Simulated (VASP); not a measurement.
## Ta: single point with PBEsol

The system is Ta.

```
Ta
1.0
     0.00000    2.36582    5.01511
     1.55535    0.00000    5.01511
     1.55535    2.36582    0.00000
Ta
2
Direct
  0.86490 0.86490 0.13510
  0.13510 0.13510 0.86490
```

- Program: VASP 6.6.1
- Task: single point
- Functional: PBEsol
- Potentials or basis: VASP PAW PBE potentials, release 64 (Ta_pv)
- Cutoff: 520 eV
- k mesh: 22 × 22 × 22
- Occupations: gaussian, width 0.1 eV
- Spin: no spin polarisation
- Dipole correction: no
- Further INCAR settings: ALGO = Normal; EDIFF = 1e-06; NBANDS = 18

- Pressure: 0.2 GPa
- Largest force: 0.003 eV/Å
- Band gap on the k mesh: zero (band 11 reaches 6.29 eV, above the bottom of band 12 at 4.67 eV)

Forces on the atoms (eV/Å):
```
Ta   0.000  0.000 -0.003
Ta   0.000  0.000  0.003
```

Levels at points of the mesh, in eV from the Fermi level:
| k point | band 7 | band 8 | band 9 | band 10 | band 11 | band 12 | band 13 | band 14 | band 15 | band 16 |
| --- | --- | --- | --- | --- | --- | --- | --- | --- | --- | --- |
| (0.00, 0.00, 0.00) | -8.24 | -4.58 | -1.64 | -0.80 | -0.15 | 0.40 | 2.06 | 2.49 | 2.70 | 3.16 |
| (0.50, 0.00, 0.00) | -4.45 | -4.14 | -2.61 | -2.16 | 0.16 | 1.11 | 2.31 | 4.31 | 4.49 | 5.58 |
| (0.50, 0.50, 0.00) | -6.47 | -6.14 | -2.51 | -1.23 | 0.42 | 0.62 | 1.04 | 2.41 | 2.59 | 3.27 |
| (0.50, 0.00, 0.50) | -4.72 | -4.42 | -3.44 | -0.21 | 0.60 | 1.07 | 2.11 | 3.19 | 6.81 | 6.89 |
| (0.00, 0.50, 0.50) | -4.16 | -3.42 | -2.81 | -2.23 | -0.99 | 0.10 | 3.59 | 5.66 | 5.68 | 6.62 |

Wall time 23 min on 1 thread of Intel(R) Xeon(R) Platinum 8488C (Sapphire Rapids), with other jobs on the host, peak memory 0.88 GiB.

Caveat: the PAW data sets were made with another functional, which shifts forces and pressure a little; spin-orbit coupling is left out, which moves the levels of the heavy elements.
